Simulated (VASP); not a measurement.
A run of VASP 6.6.1:

File INCAR:

```
ALGO = Normal
EDIFF = 1E-6
EDIFFG = -0.005
ENCUT = 600
GGA = PS
IBRION = 2
ISIF = 3
ISMEAR = -1
LASPH = T
LCHARG = F
LREAL = F
LWAVE = F
NELM = 60
NSW = 32
PREC = Accurate
PSTRESS = 300.0
SIGMA = 0.1
```

Contents of KPOINTS:

```
k-points
0
Gamma
  16 16 9
```

The input POSCAR:

```
Ti
1.0
    2.7198137969      0.0000000000      0.0000000000
   -1.3599068984      2.3554278417      0.0000000000
    0.0000000000      0.0000000000      4.3451441327
Ti
2
Direct
    0.3333333333      0.6666666667      0.2500000000
    0.6666666667      0.3333333333      0.7500000000
```

Potentials or basis: VASP PAW PBE potentials, release 64 (Ti_sv).

Command:

```sh
$ cat potpaw_PBE.64/Ti_sv/POTCAR > POTCAR
$ mpirun -np 1 vasp_std > vasp.out
```

Hardware: 1 thread of Intel(R) Xeon(R) 6975P-C (Granite Rapids), on a shared host.

Problem. Estimate the wall time of this run.

Solution. It took 91 s on 1 thread of Intel(R) Xeon(R) 6975P-C (Granite Rapids) (shared host), peak memory 0.2 GiB. Counts: scf iterations 32, k points 150, ion steps 3.
